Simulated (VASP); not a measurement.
Input of a VASP 6.6.1 run:

File INCAR:

```
  ALGO = Normal
  EDIFF = 1E-7
  EDIFFG = -0.005
  ENCUT = 600
  GGA = PE
  IBRION = 2
  ISIF = 3
  ISMEAR = -1
  LASPH = True
  LCHARG = False
  LREAL = False
  LWAVE = False
  NELM = 80
  NSW = 32
  PREC = Accurate
  PSTRESS = 1000.0
  SIGMA = 0.05
```

File KPOINTS:

```
k-points
0
Gamma
  15 15 15
```

POSCAR

```
Lu
1.0
    2.4495528776      0.0000000000      0.0000000000
    0.0000000000      2.4495528776      0.0000000000
    0.0000000000      0.0000000000      2.4495528776
Lu
1
Direct
    0.0000000000      0.0000000000      0.0000000000
```

Potentials or basis: VASP PAW PBE potentials, release 64 (Lu).

Command:

```console
$ cat potpaw_PBE.64/Lu/POTCAR > POTCAR
$ mpirun -np 1 vasp_std > vasp.out
```

Question: Estimate the relaxed cell.

Answer: a = 2.459 Å, b = 2.459 Å, c = 2.459 Å, α = 90.00°, β = 90.00°, γ = 90.00°.

Question: Predict the band gap on the k mesh.

Answer: Zero (an odd number of electrons rules out a gap without spin polarisation).

Question: Estimate the space group after relaxing (to 0.1 Å).

Answer: Pm-3m (No. 221).

Question: Predict the relaxed volume.

Answer: 14.87 Å³/atom.

Final structure:
```yaml
crystal:
  lattice:
    - [2.45880, 0.00000, 0.00000]
    - [0.00000, 2.45880, 0.00000]
    - [0.00000, 0.00000, 2.45880]
  atoms:
    - { symbol: Lu, position: [0.00000, 0.00000, 0.00000] }
```

Caveat: the cell is relaxed towards a set pressure, so the run minimises the enthalpy, not the energy; spin-orbit coupling is left out, which moves the levels of the heavy elements.
